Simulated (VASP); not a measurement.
Set up this calculation in VASP 6.6.1, as the native input.

| Property | Result |
| --- | --- |
| Task | single point |
| Functional | PBEsol |
| Potentials or basis | VASP PAW PBE potentials, release 64 (Al, Fe) |
| Cutoff | 520 eV |
| k mesh | 6 × 6 × 6 |
| Occupations | fermi-dirac, width 0.1 eV |
| Spin | collinear spin, ferromagnetic start |
| Starting moments | [0.0, 4.5, 4.5, 4.5] μB |
| Dipole correction | no |
| Further INCAR settings | ALGO = Normal; EDIFF = 1e-06; NBANDS = 26 |

The structure of AlFe3 lies in POSCAR:

```
AlFe3
1.0
    3.6392911100      0.0000000000      0.0000000000
    0.0000000000      3.6392911100      0.0000000000
    0.0000000000      0.0000000000      3.6392911100
Al Fe
1 3
Direct
    0.0000000000      0.0000000000      0.0000000000
    0.0000000000      0.5000000000      0.5000000000
    0.5000000000      0.0000000000      0.5000000000
    0.5000000000      0.5000000000      0.0000000000
```

The input as run:

INCAR

```
  PREC = Accurate
  ENCUT = 520
  EDIFF = 1E-6
  ISMEAR = -1
  SIGMA = 0.1
  LREAL = False
  LASPH = True
  NELM = 150
  ALGO = Normal
  ISIF = 2
  LWAVE = False
  LCHARG = False
  ISPIN = 2
  MAGMOM = 0 4.5 4.5 4.5
  LORBIT = 11
  LMAXMIX = 4
  GGA = PS
  NBANDS = 26
```

KPOINTS

```
Automatic mesh
0
Gamma
  6 6 6
```

Potentials or basis: VASP PAW PBE potentials, release 64 (Al, Fe).

Command:

```console
$ cat potpaw_PBE.64/Al/POTCAR potpaw_PBE.64/Fe/POTCAR > POTCAR
$ mpirun -np 1 vasp_std > vasp.out
```

Results of the run:

The pressure is -5.9 GPa, the net moment is 6.75 μB per cell and the site moments are Al -0.08; Fe +2.28 μB. The valence electrons inside the program's atomic spheres are Al 0.84; Fe 7.24.

Caveat: the PAW data sets were made with another functional, which shifts forces and pressure a little.

It took 30 s on 1 thread of Intel(R) Xeon(R) 6975P-C (Granite Rapids), with other jobs on the host, peak memory 0.18 GiB.
